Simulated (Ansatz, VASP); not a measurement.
Rh in VASP and in Ansatz

```
Rh
1.0
     0.00000    1.89519    1.89519
     1.89519    0.00000    1.89519
     1.89519    1.89519    0.00000
Rh
1
Direct
  0.00000 0.00000 0.00000
```

Change from the starting cell: volume scaled by 0.99, crystal datasets.

Alike in both runs: task electric field gradients; functional LDA; k mesh 16 × 16 × 16; occupations fermi-dirac, width 0.03 eV; no spin polarisation.

|  | VASP | Ansatz |
| --- | --- | --- |
| version | VASP 6.6.1 | Ansatz 0.2.0 |
| potentials or method | VASP PAW LDA potentials, release 64 (Rh_pv), cutoff 520 eV | all-electron PAW with datasets made for the crystal, scalar-relativistic |

Ansatz gave:

| Item | Value |
| --- | --- |
| pressure (GPa) | -8.5 |

Which values does VASP return?

Pressure (GPa): -7.7.

LDA's correlation is that of Perdew and Zunger in VASP and of Perdew and Wang (1992) in Ansatz. Ansatz ran all-electron here, and VASP with PAW potentials.
